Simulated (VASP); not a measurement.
Write the native input for VASP 6.6.1 that does the following.

```
Task                   : single point
Functional             : PBEsol
Potentials or basis    : VASP PAW PBE potentials, release 64 (Sr_sv)
Cutoff                 : 520 eV
k mesh                 : 10 × 10 × 10
Occupations            : gaussian, width 0.03 eV
Spin                   : no spin polarisation
Dipole correction      : no
Further INCAR settings : ALGO = Normal; EDIFF = 1e-06; NBANDS = 11
```

The structure of Sr lies in POSCAR:

```
Sr
1.0
    0.0000000000      3.0423500000      3.0423500000
    3.0423500000      0.0000000000      3.0423500000
    3.0423500000      3.0423500000      0.0000000000
Sr
1
Direct
    0.0000000000      0.0000000000      0.0000000000
```

These files were run (other wordings do the same):

INCAR

```
PREC = Accurate
ENCUT = 520
EDIFF = 1E-6
ISMEAR = 0
SIGMA = 0.03
LREAL = False
LASPH = True
NELM = 60
ALGO = Normal
ISIF = 2
LWAVE = False
LCHARG = False
GGA = PS
NBANDS = 11
```

KPOINTS

```
regular mesh
0
Gamma
  10 10 10
```

Potentials or basis: VASP PAW PBE potentials, release 64 (Sr_sv).

The run is started by

```bash
$ cat potpaw_PBE.64/Sr_sv/POTCAR > POTCAR
$ mpirun -np 1 vasp_std > vasp.out
```

Results of the run:

| Property | Result |
| --- | --- |
| Pressure | -0.9 GPa |
| Band gap on the k mesh | zero (band 5 reaches 1.47 eV, above the bottom of band 6 at 1.42 eV) |

Caveat: the PAW data sets were made with another functional, which shifts forces and pressure a little.

Run time: 12 s on 1 thread of Intel(R) Xeon(R) Platinum 8124M CPU @ 3.00GHz (Skylake/Cascade Lake), with other jobs on the host, peak memory 0.18 GiB.
